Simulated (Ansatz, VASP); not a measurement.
# Two plane-wave programs on Zn

```xyz
1
Lattice="0.0000 1.9648 1.9648 1.9648 0.0000 1.9648 1.9648 1.9648 0.0000" Properties=species:S:1:pos:R:3 pbc="T T T"
Zn    0.0000    0.0000    0.0000
```

Alike in both runs: task single point; functional HF; k mesh 6 × 6 × 6; occupations fermi-dirac, width 0.05 eV; no spin polarisation.

|  | VASP | Ansatz |
| --- | --- | --- |
| version | VASP 6.6.1 | Ansatz 0.2.0 |
| potentials or method | VASP PAW PBE potentials, release 64 (Zn) | Ansatz PAW |
| plane-wave cutoff (eV) | 400 | 420 |
| valence electrons in the cell | 12 | 12 |

Ansatz gave:

| Property | Result |
| --- | --- |
| gap on the k mesh at the Fermi level (eV) | none |
| pressure (GPa) | 10.0 |

**Question.** Estimate VASP's values.

**Answer.** gap on the k mesh at the Fermi level (eV): none; pressure (GPa): 10.6.

VASP's potentials were made for PBE, not for HF. A gap of «none» marks a metal or a gap that the smearing closes.

The k mesh is coarse, so the values compare programs but aren't converged.
